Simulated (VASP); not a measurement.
# InTe4: single point with PBE

The system is InTe4.

```xyz
5
Lattice="2.2232 1.2836 9.3473 -2.2232 1.2836 9.3473 0.0000 -2.5672 9.3473" Properties=species:S:1:pos:R:3 pbc="T T T"
In    0.0000    0.0000    0.0000
Te    0.0000    0.0000   11.0900
Te    0.0000    0.0000   22.4920
Te    0.0000    0.0000   16.9519
Te    0.0000    0.0000    5.5499
```

- Program: VASP 6.6.1
- Task: single point
- Functional: PBE
- Potentials or basis: VASP PAW PBE potentials, release 64 (In_d, Te)
- Cutoff: 520 eV
- k mesh: 12 × 12 × 12
- Occupations: gaussian, width 0.1 eV
- Spin: no spin polarisation
- Dipole correction: no
- Further INCAR settings: ALGO = Normal; EDIFF = 1e-06; NBANDS = 26

The pressure is 0.0 GPa and the largest force is 0.004 eV/Å. The band gap on the k mesh is zero (an odd number of electrons rules out a gap without spin polarisation).

Forces in eV/Å, atoms in the order of the input:
```
In   0.000  0.000  0.000
Te   0.000  0.000 -0.002
Te   0.000  0.000 -0.004
Te   0.000  0.000  0.002
Te   0.000  0.000  0.004
```

Levels at points of the mesh, in eV from the Fermi level:
| k point | band 15 | band 16 | band 17 | band 18 | band 19 | band 20 | band 21 | band 22 | band 23 | band 24 |
| --- | --- | --- | --- | --- | --- | --- | --- | --- | --- | --- |
| (0.00, 0.00, 0.00) | -1.79 | -1.79 | -0.99 | -0.99 | 0.00 | 0.00 | 0.29 | 1.04 | 2.78 | 3.64 |
| (0.50, 0.00, 0.00) | -2.86 | -2.51 | -2.32 | -0.74 | 0.46 | 0.53 | 0.58 | 2.80 | 2.96 | 3.88 |
| (0.50, 0.50, 0.00) | -2.13 | -1.90 | -1.75 | -1.49 | 0.21 | 0.89 | 1.35 | 1.94 | 2.76 | 3.86 |
| (0.50, 0.50, 0.50) | -1.76 | -1.17 | -1.17 | -0.98 | -0.61 | 0.27 | 0.27 | 1.70 | 2.58 | 3.25 |

Run time: 27 min on 1 thread of Intel(R) Xeon(R) 6975P-C (Granite Rapids), on a shared host, peak memory 1.2 GiB.

Caveat: spin-orbit coupling is left out, which moves the levels of the heavy elements; an odd number of electrons without spin polarisation forces a metal; a magnetic or distorted state may lie lower.
